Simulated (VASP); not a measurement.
Si3N4:

```
Si N
1.0
     0.00000    3.99585    3.99585
     3.99585    0.00000    3.99585
     3.99585    3.99585    0.00000
Si N
6 8
Direct
  0.62500 0.62500 0.62500
  0.12500 0.62500 0.62500
  0.62500 0.62500 0.12500
  0.62500 0.12500 0.62500
  0.00000 0.00000 0.00000
  0.25000 0.25000 0.25000
  0.38320 0.38320 0.38320
  0.39960 0.86680 0.86680
  0.38320 0.38320 0.85040
  0.86680 0.39960 0.86680
  0.85040 0.38320 0.38320
  0.86680 0.86680 0.86680
  0.38320 0.85040 0.38320
  0.86680 0.86680 0.39960
```

- Program: VASP 6.6.1
- Task: relaxation of cell and atoms
- Functional: r2SCAN
- Potentials or basis: VASP PAW PBE potentials, release 64 (Si, N)
- Cutoff: 600 eV
- k mesh: 6 × 6 × 6
- Occupations: methfessel-paxton, width 0.2814 eV
- Spin: no spin polarisation

At the start: pressure -25.8 GPa; volume 9.11 Å³/atom.

Q: Where does the relaxation end?

A: Over 10 steps the energy falls by 75.8 meV/atom and the volume is 8.25 Å³/atom (-9.4 %); space group Fd-3m (No. 227, to 0.1 Å) before and after.

Step by step:
```tsv
step	energy change (eV)	largest force (eV/Å)	pressure (GPa)	volume (Å³)
1	0.0000	0.0737	-25.82	127.60
2	0.8545	0.9748	50.76	102.36
3	-1.0441	0.4395	-0.86	116.02
4	-1.0451	0.4496	-0.05	115.73
5	-1.0448	0.4576	0.60	115.50
6	-1.0391	0.5172	0.78	115.15
7	-1.0614	0.0116	0.62	115.34
8	-1.0614	0.0005	0.63	115.33
9	-1.0615	0.0147	-0.59	115.76
10	-1.0618	0.0077	-0.02	115.56
```

Final structure:
```cif
data_structure
_symmetry_space_group_name_H-M 'P 1'
_symmetry_Int_Tables_number 1
_cell_length_a 5.4674
_cell_length_b 5.4674
_cell_length_c 5.4674
_cell_angle_alpha 60.000
_cell_angle_beta 60.000
_cell_angle_gamma 60.000
_cell_volume 115.56
loop_
_atom_site_label
_atom_site_type_symbol
_atom_site_fract_x
_atom_site_fract_y
_atom_site_fract_z
_atom_site_occupancy
Si1 Si 0.62500 0.62500 0.62500 1
Si2 Si 0.12500 0.62500 0.62500 1
Si3 Si 0.62500 0.62500 0.12500 1
Si4 Si 0.62500 0.12500 0.62500 1
Si5 Si 0.00000 0.00000 0.00000 1
Si6 Si 0.25000 0.25000 0.25000 1
N1 N 0.38239 0.38239 0.38239 1
N2 N 0.39717 0.86761 0.86761 1
N3 N 0.38239 0.38239 0.85283 1
N4 N 0.86761 0.39717 0.86761 1
N5 N 0.85283 0.38239 0.38239 1
N6 N 0.86761 0.86761 0.86761 1
N7 N 0.38239 0.85283 0.38239 1
N8 N 0.86761 0.86761 0.39717 1
```

Caveat: the PAW data sets were made with another functional, which shifts forces and pressure a little.
